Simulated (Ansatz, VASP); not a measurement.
**Sb in VASP and in Ansatz**

INCAR

```
  PREC = Accurate
  ENCUT = 400
  EDIFF = 1E-8
  ISMEAR = -1
  SIGMA = 0.03
  LREAL = F
  LASPH = T
  NELM = 120
  ALGO = Normal
  ISIF = 2
  LWAVE = F
  LCHARG = F
  LEFG = T
  NBANDS = 22
  GGA_COMPAT = F
```

Contents of KPOINTS:

```
regular mesh
0
Gamma
  12 12 12
```

POSCAR

```
Sb
1.0
    2.1361663378      1.2333162102      3.7188717261
   -2.1361663378      1.2333162102      3.7188717261
    0.0000000000     -2.4666324202      3.7188717261
Sb
2
Direct
    0.2336400000      0.2336400000      0.2336400000
    0.7663600000      0.7663600000      0.7663600000
```

Input for Ansatz:

```yaml
crystal:
  lattice:
    - [2.1361663378, 1.2333162102, 3.7188717261]
    - [-2.1361663378, 1.2333162102, 3.7188717261]
    - [0.0, -2.4666324202, 3.7188717261]
  atoms:
    - { symbol: Sb, position: [0.23364, 0.23364, 0.23364] }
    - { symbol: Sb, position: [0.76636, 0.76636, 0.76636] }
kpoints:
  mp_grid: { grid: [12, 12, 12] }
scf:
  occupations: { method: fermi_dirac, width: 0.03 }
hamiltonian:
  xc: lda
  pseudopotentials: { kind: paw }
output:
  forces: true
  stress: true
  eigenvalues: true
  efg: { contact_densities: true }
```

Change from the starting cell: volume scaled by 0.98, PAW files.

Alike in both runs: task electric field gradients; functional LDA; k mesh 12 × 12 × 12; occupations fermi-dirac, width 0.03 eV; no spin polarisation.

|  | VASP | Ansatz |
| --- | --- | --- |
| version | VASP 6.6.1 | Ansatz 0.2.0 |
| potentials or method | VASP PAW LDA potentials, release 64 (Sb_d_GW) | PAW with Ansatz's default frozen-core files, scalar-relativistic |
| plane-wave cutoff (eV) | 400 | 420 |
| valence electrons in the cell | 30 | 30 |

|  | VASP | Ansatz | Ansatz less VASP |
| --- | --- | --- | --- |
| rms of the force components (eV/Å) | 0.107 | 0.100 | -0.0072 |
| size of Vzz on the site where it differs most (V/Å²) | 45.9 | 46.7 | +0.85 |

LDA's correlation is that of Perdew and Zunger in VASP and of Perdew and Wang (1992) in Ansatz. Atom by atom the forces differ by 0.007 eV/Å (rms over components).

Spin-orbit coupling is off throughout.
